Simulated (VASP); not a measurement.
Runs of VASP 6.6.1 on Ir. The structure is that of space group Pm-3m (No. 221), or close to it. The cells are those of the table. 

```csv
task,spin,cell,k mesh,cutoff (eV),gap on the mesh (eV),pressure (GPa),relaxed volume (Å³/atom)
single point,"collinear, ferromagnetic start","a = 2.579 Å, 1 atom",6 × 6 × 6,520,none,0.1,-
relaxation of cell and atoms,off,"relaxed from a = 2.579 Å, 1 atom",22 × 22 × 22,600,none,0.0,17.00
relaxation of cell and atoms,off,"relaxed from a = 2.570 Å, 1 atom",6 × 6 × 6,600,none,0.0,(a)
single point,off,"a = 2.567, b = 2.567, c = 2.577 Å, 1 atom",6 × 6 × 4,520,none,0.1,-
single point,off,"a = 2.571 Å, 1 atom",22 × 22 × 22,520,none,0.1,-
single point,off,"a = 2.579 Å, 1 atom",6 × 6 × 6,520,none,0.1,-
```

Alike in all rows: level PBE; potentials or basis VASP PAW PBE potentials, release 64 (Ir); smearing gaussian 0.1 eV.

Problem. Fill in the values left out.

Solution. (a) 17.17.

Caveats: some runs use coarse meshes; spin-orbit coupling is left out, which moves the levels of the heavy elements.

A k mesh can miss the band edges, and the runs leave out spin-orbit coupling on Ir.

A gap of «none» marks levels without a gap at the run's occupations.
